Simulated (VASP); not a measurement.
# AlCo in VASP: notebook

The runs below take AlCo through single point, relaxation of cell and atoms, with PBEsol.

Everything below comes from runs of VASP 6.6.1. Logs are shortened: lines on timing, memory, paths and dates and some standing lists are left out, and cuts for length are marked.

**1. The cell of the first run**

The structure is tetragonal, space group P4/mmm (No. 123). The conventional cell has a = 2.805 Å, b = 2.805 Å, c = 2.879 Å, α = 90.00°, β = 90.00°, γ = 90.00°. Within 3.2 Å of Al (site symmetry 4/mmm) lie 8 Co at 2.45 Å and 6 Al at 2.81 to 2.88 Å. Within 3.2 Å of Co (site symmetry 4/mmm) lie 8 Al at 2.45 Å and 6 Co at 2.81 to 2.88 Å.

**2. Single point, PBEsol (uniaxial strain along a: +2.0 %, then relaxed in part)**

INCAR

```
SYSTEM = AlCo
  PREC = Accurate
  ENCUT = 520
  EDIFF = 1E-6
  ISMEAR = 0
  SIGMA = 0.1
  LREAL = .FALSE.
  LASPH = .TRUE.
  NELM = 100
  ALGO = Fast
  ISIF = 2
  LWAVE = .FALSE.
  LCHARG = .FALSE.
  GGA = PS
  NBANDS = 13
```

KPOINTS

```
regular mesh
0
G
  18 18 18
  0 0 0
```

POSCAR

```
AlCo
1.0
    2.8790372464      0.0000000000      0.0000000000
    0.0000000000      2.8053967723      0.0000000000
    0.0000000000      0.0000000000      2.8053967723
Al Co
1 1
Direct
    0.0000000000      0.0000000000      0.0000000000
    0.5000000000      0.5000000000      0.5000000000
```

Potentials or basis: VASP PAW PBE potentials, release 64 (Al, Co).

On the command line:

```console
cat potpaw_PBE.64/Al/POTCAR potpaw_PBE.64/Co/POTCAR > POTCAR
mpirun -np 1 vasp_std > vasp.out
```

OUTCAR:

```text
SYSTEM = AlCo
   PREC = Accurate
   ENCUT = 520
   EDIFF = 1E-6
   ISMEAR = 0
   LREAL = .FALSE.
   LASPH = .TRUE.
   NELM = 100
   ISIF = 2
   GGA = PS

 ion  position               nearest neighbor table
   1  0.000  0.000  0.000-   2 2.45   2 2.45   2 2.45   2 2.45   2 2.45   2 2.45   2 2.45   2 2.45

   2  0.500  0.500  0.500-   1 2.45   1 2.45   1 2.45   1 2.45   1 2.45   1 2.45   1 2.45   1 2.45

  LATTYP: Found a simple tetragonal cell.
 ALAT       =     2.8053967723
 C/A-ratio  =     1.0262495754

  Lattice vectors:

 A1 = (   0.0000000000,   2.8053967723,   0.0000000000)
 A2 = (   0.0000000000,   0.0000000000,   2.8053967723)
 A3 = (   2.8790372464,   0.0000000000,   0.0000000000)

Analysis of symmetry for initial positions (statically):
=====================================================================
 Subroutine PRICEL returns:
 Original cell was already a primitive cell.

 Routine SETGRP: Setting up the symmetry group for a
 simple tetragonal supercell.

 Subroutine GETGRP returns: Found 16 space group operations
 (whereof 16 operations were pure point group operations)
 out of a pool of 16 trial point group operations.

The static configuration has the point symmetry D_4h.

Analysis of symmetry for dynamics (positions and initial velocities):
=====================================================================
 Subroutine PRICEL returns:
 Original cell was already a primitive cell.

 Routine SETGRP: Setting up the symmetry group for a
 simple tetragonal supercell.

 Subroutine GETGRP returns: Found 16 space group operations
 (whereof 16 operations were pure point group operations)
 out of a pool of 16 trial point group operations.

The dynamic configuration has the point symmetry D_4h.

 Subroutine INISYM returns: Found 16 space group operations
 (whereof 16 operations are pure point group operations),
 and found     1 'primitive' translations

----------------------------------------------------------------------------------------

                                     Primitive cell

  volume of cell :      22.6587

  direct lattice vectors                    reciprocal lattice vectors
     2.879037246  0.000000000  0.000000000     0.347338334  0.000000000  0.000000000
     0.000000000  2.805396772  0.000000000     0.000000000  0.356455818  0.000000000
     0.000000000  0.000000000  2.805396772     0.000000000  0.000000000  0.356455818

  length of vectors
     2.879037246  2.805396772  2.805396772     0.347338334  0.356455818  0.356455818

  position of ions in fractional coordinates (direct lattice)
     0.000000000  0.000000000  0.000000000
     0.500000000  0.500000000  0.500000000

  ion indices of the primitive-cell ions
   primitive index   ion index
                 1           1
                 2           2

----------------------------------------------------------------------------------------

 KPOINTS: regular mesh

Automatic generation of k-mesh.
 Grid dimensions read from file:
 generate k-points for:   18   18   18

 Generating k-lattice:

  Cartesian coordinates                     Fractional coordinates (reciprocal lattice)
     0.019296574  0.000000000  0.000000000     0.055555556  0.000000000  0.000000000
     0.000000000  0.019803101  0.000000000     0.000000000  0.055555556  0.000000000
     0.000000000  0.000000000  0.019803101     0.000000000  0.000000000  0.055555556

  Length of vectors
     0.019296574  0.019803101  0.019803101

  Shift w.r.t. Gamma in fractional coordinates (k-lattice)
     0.000000000  0.000000000  0.000000000

 Subroutine IBZKPT returns following result:
 ===========================================

 Found    550 irreducible k-points:

 Following reciprocal coordinates:
            Coordinates               Weight
  0.000000  0.000000  0.000000      1.000000
  0.055556  0.000000  0.000000      2.000000
  0.111111  0.000000  0.000000      2.000000
  0.166667  0.000000  0.000000      2.000000
  0.222222  0.000000  0.000000      2.000000
  0.277778  0.000000  0.000000      2.000000
[... 16 lines left out ...]
[... 43 lines left out ...]

 E-fermi :  10.7016     XC(G=0): -12.4893

 val. band max:       10.7009559040   @ k =   0.3889   0.4444   0.0000
 cond. band min:      10.7075974204   @ k =   0.5000   0.3333   0.1111
 fundamental gap:      0.0066415164
 Fermi energy:        10.7015765489

 k-point     1 :       0.0000    0.0000    0.0000
  band No.  band energies     occupation
      1      -0.4793      2.00000
      2       7.6305      2.00000
      3       7.6767      2.00000
      4       9.8615      2.00000
      5       9.8615      2.00000
      6       9.9602      2.00000
      7      16.1771      0.00000
      8      17.1270      0.00000
      9      17.1270      0.00000
     10      19.4594      0.00000
     11      19.6644      0.00000
     12      26.3161      0.00000
     13      32.4112      0.00000

 k-point     2 :       0.0556    0.0000    0.0000
  band No.  band energies     occupation
      1      -0.4218      2.00000
      2       7.6214      2.00000
      3       7.6922      2.00000
      4       9.8322      2.00000
      5       9.8322      2.00000
      6       9.9632      2.00000
      7      15.6362      0.00000
      8      17.2066      0.00000
      9      17.2066      0.00000
     10      19.6530      0.00000
     11      19.9939      0.00000
     12      26.4672      0.00000
     13      31.7131      0.00000

 k-point     3 :       0.1111    0.0000    0.0000
  band No.  band energies     occupation
      1      -0.2498      2.00000
      2       7.5840      2.00000
      3       7.7371      2.00000
      4       9.7499      2.00000
      5       9.7499      2.00000
      6       9.9717      2.00000
      7      14.5603      0.00000
      8      17.4401      0.00000
      9      17.4401      0.00000
     10      19.6193      0.00000
     11      21.0364      0.00000
     12      26.9414      0.00000
     13      30.4582      0.00000
[... 305 lines left out ...]
 k-point    23 :       0.1111    0.1111    0.0000
  band No.  band energies     occupation
      1      -0.0104      2.00000
      2       7.6429      2.00000
      3       7.7430      2.00000
      4       9.5884      2.00000
      5       9.7593      2.00000
      6       9.8567      2.00000
      7      14.7376      0.00000
      8      15.6395      0.00000
      9      17.7615      0.00000
     10      20.4090      0.00000
     11      22.0325      0.00000
     12      27.6693      0.00000
     13      28.3063      0.00000

 k-point    24 :       0.1667    0.1111    0.0000
  band No.  band energies     occupation
      1       0.2716      2.00000
      2       7.5675      2.00000
      3       7.8081      2.00000
      4       9.4528      2.00000
      5       9.6430      2.00000
      6       9.8700      2.00000
      7      13.6490      0.00000
      8      15.8884      0.00000
      9      18.1295      0.00000
     10      20.5865      0.00000
     11      23.0363      0.00000
     12      27.0397      0.00000
     13      28.3693      0.00000

 [... further k-points ...]

------------------------ aborting loop because EDIFF is reached ----------------------------------------

  FORCE on cell =-STRESS in cart. coord.  units (eV):
  Direction    XX          YY          ZZ          XY          YZ          ZX
  --------------------------------------------------------------------------------------
  -------------------------------------------------------------------------------------
  Total       -0.6265007     -0.0545372     -0.0545372      0.0000000      0.0000000      0.0000000
  in kB      -44.2992373     -3.8562721     -3.8562721      0.0000000      0.0000000      0.0000000
  external PRESSURE =     -17.3372605 kB  Pullay stress =       0.0000000 kB

 VOLUME and BASIS-vectors are now :
 -----------------------------------------------------------------------------
  energy-cutoff  :      520.00
  volume of cell :       22.66
      direct lattice vectors                 reciprocal lattice vectors
     2.879037246  0.000000000  0.000000000     0.347338334  0.000000000  0.000000000
     0.000000000  2.805396772  0.000000000     0.000000000  0.356455818  0.000000000
     0.000000000  0.000000000  2.805396772     0.000000000  0.000000000  0.356455818

 POSITION                                       TOTAL-FORCE (eV/Angst)
 -----------------------------------------------------------------------------------
      0.00000      0.00000      0.00000         0.000000      0.000000      0.000000
      1.43952      1.40270      1.40270         0.000000      0.000000      0.000000
 -----------------------------------------------------------------------------------
    total drift:                                0.000000     -0.000000     -0.000000

  FREE ENERGIE OF THE ION-ELECTRON SYSTEM (eV)
  ---------------------------------------------------
  free  energy   TOTEN  =       -13.0776449544 eV

  energy  without entropy=      -13.0731669683  energy(sigma->0) =      -13.07540596
```

It took 50 s on 1 thread of Intel Xeon 6975P-C (Granite Rapids), shared host; peak memory 0.28 GiB.

What came out:

```
Free energy            : -13.0776 eV
Pressure               : -1.7 GPa
Band gap on the k mesh : zero (band 6 reaches 13.04 eV, above the bottom of band 7 at 10.44 eV)
```

Stress tensor (GPa, compression positive):
```
-4.43  0.00  0.00
 0.00 -0.39  0.00
 0.00  0.00 -0.39
```

Caveat: the cell differs from its parent crystal (uniaxial strain along a: +2.0 %, then relaxed in part); the PAW data sets were made with another functional, which shifts forces and pressure a little.

**3. Single point, PBEsol (uniaxial strain along a: +2.0 %)**

INCAR

```
SYSTEM = AlCo
PREC = Accurate
ENCUT = 520
EDIFF = 1E-6
ISMEAR = 0
SIGMA = 0.1
LREAL = .FALSE.
LASPH = .TRUE.
NELM = 80
ALGO = Fast
ISIF = 2
LWAVE = .FALSE.
LCHARG = .FALSE.
GGA = PS
NBANDS = 13
```

KPOINTS is that of step 2.

POSCAR

```
AlCo
1.0
    2.8790372464      0.0000000000      0.0000000000
    0.0000000000      2.8084726080      0.0000000000
    0.0000000000      0.0000000000      2.8084726080
Al Co
1 1
Direct
    0.0000000000      0.0000000000      0.0000000000
    0.5000000000      0.5000000000      0.5000000000
```

Potentials or basis: VASP PAW PBE potentials, release 64 (Al, Co).

On the command line:

```console
cat potpaw_PBE.64/Al/POTCAR potpaw_PBE.64/Co/POTCAR > POTCAR
mpirun -np 1 vasp_std > vasp.out
```

It took 54 s on 1 thread of Intel Xeon 6975P-C (Granite Rapids), shared host; peak memory 0.28 GiB.

Results (log left out):

* Free energy: -13.0776 eV
* Pressure: -2.1 GPa
* Band gap on the k mesh: zero (band 6 reaches 13.01 eV, above the bottom of band 7 at 10.41 eV)

Stress tensor (GPa, compression positive):
```
-4.73  0.00  0.00
 0.00 -0.86  0.00
 0.00  0.00 -0.86
```

Levels at points of the mesh, in eV from the Fermi level:
```
           k point  band 3  band 4  band 5  band 6  band 7  band 8  band 9  band 10
(0.00, 0.00, 0.00)   -3.02   -0.84   -0.84   -0.74    5.49    6.40    6.40     8.75
(0.50, 0.00, 0.00)   -2.46   -1.66   -1.66   -0.64    0.05    8.48   10.96    10.96
(0.00, 0.50, 0.00)   -2.42   -1.83   -1.64   -0.71    0.28    8.46   10.19    11.03
(0.50, 0.50, 0.00)   -2.81   -2.66   -1.46   -1.44   -0.26    2.42    3.57    13.23
(0.00, 0.50, 0.50)   -2.56   -2.56   -1.59   -1.59   -0.18    2.64    3.80    12.60
(0.50, 0.50, 0.50)   -3.98   -0.24   -0.14    2.34    2.43    2.43    4.36     5.41
```

Caveat: the cell differs from its parent crystal (uniaxial strain along a: +2.0 %); the PAW data sets were made with another functional, which shifts forces and pressure a little.

**4. Single point, PBEsol (uniaxial strain along a: +3.0 %, then relaxed in part)**

INCAR: that of step 3 with these lines changed.

```diff
@@ -8,3 +8,3 @@
 LASPH = .TRUE.
-NELM = 80
+NELM = 60
 ALGO = Fast
```

KPOINTS

```
Automatic mesh
0
G
  18 18 18
  0 0 0
```

POSCAR

```
AlCo
1.0
    2.9072631018      0.0000000000      0.0000000000
    0.0000000000      2.7961755045      0.0000000000
    0.0000000000      0.0000000000      2.7961755045
Al Co
1 1
Direct
    0.0000000000      0.0000000000      0.0000000000
    0.5000000000      0.5000000000      0.5000000000
```

On the command line:

```console
cat potpaw_PBE.64/Al/POTCAR potpaw_PBE.64/Co/POTCAR > POTCAR
mpirun -np 1 vasp_std > vasp.out
```

Run time: 55 s. Hardware: 1 thread of Intel Xeon 6975P-C (Granite Rapids), shared host; peak memory 0.28 GiB.

The run converged. Its results:

| Quantity | Value |
| --- | --- |
| Free energy | -13.0711 eV |
| Pressure | -2.2 GPa |
| Band gap on the k mesh | zero (band 6 reaches 12.97 eV, above the bottom of band 7 at 10.38 eV) |

Stress tensor (GPa, compression positive):
```
-5.79  0.00  0.00
 0.00 -0.36  0.00
 0.00  0.00 -0.36
```

Levels at points of the mesh, in eV from the Fermi level:
| k point | band 3 | band 4 | band 5 | band 6 | band 7 | band 8 | band 9 | band 10 |
| --- | --- | --- | --- | --- | --- | --- | --- | --- |
| (0.00, 0.00, 0.00) | -2.97 | -0.82 | -0.82 | -0.68 | 5.18 | 6.60 | 6.60 | 8.69 |
| (0.50, 0.00, 0.00) | -2.45 | -1.59 | -1.59 | -0.59 | 0.00 | 8.50 | 11.11 | 11.11 |
| (0.00, 0.50, 0.00) | -2.38 | -1.86 | -1.58 | -0.69 | 0.35 | 8.46 | 9.92 | 11.22 |
| (0.50, 0.50, 0.00) | -2.85 | -2.62 | -1.41 | -1.38 | -0.25 | 2.41 | 3.54 | 13.37 |
| (0.00, 0.50, 0.50) | -2.47 | -2.47 | -1.60 | -1.60 | -0.12 | 2.76 | 3.91 | 12.39 |
| (0.50, 0.50, 0.50) | -3.94 | -0.23 | -0.09 | 2.33 | 2.48 | 2.48 | 4.38 | 5.37 |

Caveat: the cell differs from its parent crystal (uniaxial strain along a: +3.0 %, then relaxed in part); the PAW data sets were made with another functional, which shifts forces and pressure a little.

**5. Relaxation of cell and atoms, PBEsol, target pressure 40 GPa, at which the enthalpy is minimised**

This run uses another cell than the first one, of 9.64 Å³/atom, 0.851 times its volume.

INCAR

```
  PREC = Accurate
  ENCUT = 600
  EDIFF = 1E-6
  ISMEAR = 0
  SIGMA = 0.1
  LREAL = F
  LASPH = T
  NELM = 60
  ALGO = Fast
  ISIF = 3
  LWAVE = F
  LCHARG = F
  GGA = PS
  IBRION = 2
  NSW = 70
  EDIFFG = -0.008
  PSTRESS = 400.0
```

KPOINTS

```
regular mesh
0
Gamma
  16 16 16
```

POSCAR

```
AlCo
1.0
    2.6815307747      0.0000000000      0.0000000000
    0.0000000000      2.6815307747      0.0000000000
    0.0000000000      0.0000000000      2.6815307747
Al Co
1 1
Direct
    0.0000000000      0.0000000000      0.0000000000
    0.5000000000      0.5000000000      0.5000000000
```

On the command line:

```console
cat potpaw_PBE.64/Al/POTCAR potpaw_PBE.64/Co/POTCAR > POTCAR
mpirun -np 1 vasp_std > vasp.out
```

It took 44 s on 1 thread of Intel Xeon Platinum 8488C (Sapphire Rapids), shared host; peak memory 0.17 GiB.

Results (log left out):

```
Free energy                                            : -12.7424 eV
Relaxed volume                                         : 9.69 Å³/atom
Relaxed cell                                           : a = 2.686 Å, b = 2.686 Å, c = 2.686 Å, α = 90.00°, β = 90.00°, γ = 90.00°
Space group after relaxing (to 0.05 Å)                 : Pm-3m (No. 221)
Energy change on relaxing (the enthalpy is what falls) : -11.4 meV/atom
Ionic steps                                            : 5
Pressure after relaxing                                : 40.0 GPa
Band gap on the k mesh                                 : zero (band 6 reaches 15.41 eV, above the bottom of band 7 at 12.72 eV)
```

Step by step:
| step | energy change (eV) | largest force (eV/Å) | pressure (GPa) | volume (Å³) |
| --- | --- | --- | --- | --- |
| 1 | 0.0000 | 0.0000 | 40.98 | 19.28 |
| 2 | -0.0411 | 0.0000 | 38.29 | 19.45 |
| 3 | -0.0212 | 0.0000 | 40.35 | 19.37 |
| 4 | -0.0246 | 0.0000 | 39.63 | 19.38 |
| 5 | -0.0228 | 0.0000 | 40.02 | 19.37 |

Final structure:
```
Al Co
1.0
     2.68570    0.00000    0.00000
     0.00000    2.68570    0.00000
     0.00000    0.00000    2.68570
Al Co
1 1
Direct
  0.00000 0.00000 0.00000
  0.50000 0.50000 0.50000
```

Levels at points of the mesh, in eV from the Fermi level:
| k point | band 3 | band 4 | band 5 | band 6 | band 7 | band 8 | band 9 | band 10 |
| --- | --- | --- | --- | --- | --- | --- | --- | --- |
| (0.00, 0.00, 0.00) | -3.90 | -1.06 | -1.06 | -1.06 | 6.93 | 6.93 | 6.93 | 9.51 |
| (0.50, 0.00, 0.00) | -3.13 | -2.17 | -2.17 | -0.91 | 0.27 | 8.59 | 11.62 | 11.62 |
| (0.50, 0.50, 0.00) | -3.04 | -3.04 | -1.95 | -1.95 | -0.32 | 2.99 | 4.64 | 14.94 |
| (0.50, 0.50, 0.50) | -4.85 | -0.27 | -0.27 | 2.37 | 2.37 | 2.37 | 5.92 | 6.42 |

Caveat: the cell is relaxed towards a set pressure, so the enthalpy falls and the energy may rise; the PAW data sets were made with another functional, which shifts forces and pressure a little.

**6. Single point, PBEsol (volume scaled by 0.94)**

INCAR

```
  ALGO = Normal
  EDIFF = 1E-6
  ENCUT = 520
  GGA = PS
  ISIF = 2
  ISMEAR = 0
  LASPH = T
  LCHARG = F
  LREAL = F
  LWAVE = F
  NBANDS = 13
  NELM = 60
  PREC = Accurate
  SIGMA = 0.1
```

KPOINTS

```
k-points
0
Gamma
  14 14 14
```

POSCAR

```
AlCo
1.0
    2.7649655814      0.0000000000      0.0000000000
    0.0000000000      2.7649655814      0.0000000000
    0.0000000000      0.0000000000      2.7649655814
Al Co
1 1
Direct
    0.0000000000      0.0000000000      0.0000000000
    0.5000000000      0.5000000000      0.5000000000
```

Potentials or basis: VASP PAW PBE potentials, release 64 (Al, Co).

On the command line:

```console
cat potpaw_PBE.64/Al/POTCAR potpaw_PBE.64/Co/POTCAR > POTCAR
mpirun -np 1 vasp_std > vasp.out
```

Run time: 12 s. Hardware: 1 thread of Intel Xeon Platinum 8488C (Sapphire Rapids), shared host; peak memory 0.16 GiB.

Results (log left out):

```
Free energy            : -13.0287 eV
Pressure               : 13.8 GPa
Band gap on the k mesh : zero (band 6 reaches 14.08 eV, above the bottom of band 7 at 11.43 eV)
```

Levels at points of the mesh, in eV from the Fermi level:
```
           k point  band 3  band 4  band 5  band 6  band 7  band 8  band 9  band 10
(0.00, 0.00, 0.00)   -3.44   -0.95   -0.95   -0.95    6.42    6.42    6.42     9.12
(0.50, 0.00, 0.00)   -2.76   -1.93   -1.93   -0.82    0.20    8.50   11.09    11.09
(0.50, 0.50, 0.00)   -2.88   -2.88   -1.72   -1.72   -0.30    2.67    4.04    13.82
(0.50, 0.50, 0.50)   -4.39   -0.25   -0.25    2.35    2.35    2.35    5.00     5.87
```

Caveat: the cell differs from its parent crystal (volume scaled by 0.94); the PAW data sets were made with another functional, which shifts forces and pressure a little. Spin polarisation is off, so any magnetic state and its effect on volume and gap are missing.

**7. Summary**

```tsv
task	cell	k mesh	cutoff (eV)	gap on the mesh (eV)	pressure (GPa)
single point	a = 2.879, b = 2.805, c = 2.805 Å, 2 atoms	18 × 18 × 18	520	none	-1.7
single point	a = 2.879, b = 2.808, c = 2.808 Å, 2 atoms	18 × 18 × 18	520	none	-2.1
single point	a = 2.907, b = 2.796, c = 2.796 Å, 2 atoms	18 × 18 × 18	520	none	-2.2
relaxation of cell and atoms	relaxed to 40 GPa from a = 2.682 Å, 2 atoms	16 × 16 × 16	600	none	40.0
single point	a = 2.765 Å, 2 atoms	14 × 14 × 14	520	none	13.8
```

Alike in all rows: level PBEsol; potentials or basis VASP PAW PBE potentials, release 64 (Al, Co); no spin polarisation; smearing gaussian 0.1 eV.

Caveats: the PAW data sets were made with another functional, which shifts forces and pressure a little; the cell is relaxed towards a set pressure, so the enthalpy falls and the energy may rise (some runs).

Absolute energies hang on the potentials; compare differences alone.
